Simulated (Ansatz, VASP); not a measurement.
Na: VASP beside Ansatz

```
Na
1.0
    -2.10403    2.10403    2.10403
     2.10403   -2.10403    2.10403
     2.10403    2.10403   -2.10403
Na
1
Direct
  0.00000 0.00000 0.00000
```

Alike in both runs: task single point; functional PBE; k mesh 8 × 8 × 8; no spin polarisation.

|  | VASP | Ansatz |
| --- | --- | --- |
| version | VASP 6.6.1 | Ansatz 0.2.0 |
| potentials or method | VASP PAW PBE potentials, release 64 (Na_pv) | scalar-relativistic, plane waves, norm-conserving potentials |
| plane-wave cutoff (eV) | 500 | 1197 |
| occupations | methfessel-paxton of order 1, width 0.095 eV | cold, width 0.095 eV |
| valence electrons in the cell | 7 | 9 |

|  | VASP | Ansatz | Ansatz less VASP |
| --- | --- | --- | --- |
| gap on the k mesh at the Fermi level (eV) | none | none | - |
| pressure (GPa) | -0.1 | 0.0 | +0.05 |

A gap of «none» marks a metal or a gap that the smearing closes. VASP's potentials hold 7 valence electrons a cell and Ansatz's 9, so a difference there can come from the potentials and not from the codes.
